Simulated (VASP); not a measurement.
Crystal: SnTe.

```xyz
2
Lattice="0.0000 3.6587 3.6587 3.6587 0.0000 3.6587 3.6587 3.6587 0.0000" Properties=species:S:1:pos:R:3 pbc="T T T"
Te    1.8293    1.8293    1.8293
Sn    0.0000    0.0000    0.0000
```

This cell differs from its parent crystal: volume scaled by 1.04.

Base run:

* Program: VASP 6.6.1
* Functional: PBEsol
* Potentials or basis: VASP PAW PBE potentials, release 64 (Te, Sn_d)
* Cutoff: 520 eV
* k mesh: 7 × 7 × 7
* Occupations: fermi-dirac, width 0.05 eV
* Spin: no spin polarisation

Its results: band gap on the k mesh 0.37 eV, indirect (least direct gap 0.83 eV); pressure -2.2 GPa.

Problem. The run is repeated on the same cell with these changes: functional from PBEsol to HSE06; k mesh from 7 × 7 × 7 to 4 × 4 × 4. What comes out?

Solution. Band gap on the k mesh 0.49 eV, indirect (least direct gap 1.19 eV); pressure -1.6 GPa.

Several settings changed at once, so the effect can't be laid on one alone.

Caveats: the PAW data sets were made with another functional, which shifts forces and pressure a little; spin-orbit coupling is left out, which moves the levels of the heavy elements.

A k mesh can miss the band edges.
